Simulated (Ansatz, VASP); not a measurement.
# NaCl in VASP and in Ansatz

```
Cl Na
1.0
     3.50219    0.00000    0.00000
     0.00000    3.50219    0.00000
     0.00000    0.00000    3.50219
Cl Na
1 1
Direct
  0.50000 0.50000 0.50000
  0.00000 0.00000 0.00000
```

Alike in both runs: functional HSE06; k mesh 4 × 4 × 4; occupations fermi-dirac, width 0.05 eV; no spin polarisation.

|  | VASP | Ansatz |
| --- | --- | --- |
| version | VASP 6.6.1 | Ansatz 0.2.0 |
| potentials or method | VASP PAW PBE potentials, release 64 (Cl, Na_pv) | Ansatz PAW |
| plane-wave cutoff (eV) | 520 | 420 |
| valence electrons in the cell | 14 | 16 |
| task | single point | band structure |

VASP gave:

```
gap on the k mesh at the Fermi level (eV) : 5.29
least direct gap on the mesh (eV)         : 5.82
pressure (GPa)                            : -0.4
```

Q: Estimate Ansatz's values.

A: gap on the k mesh at the Fermi level (eV): 5.30; least direct gap on the mesh (eV): 5.83; pressure (GPa): -0.4.

With one functional, cell and mesh, what is left measures potentials, basis and numerics. VASP's potentials hold 14 valence electrons a cell and Ansatz's 16, so a difference there can come from the potentials and not from the codes.

The k mesh is coarse, so the values compare programs but aren't converged.
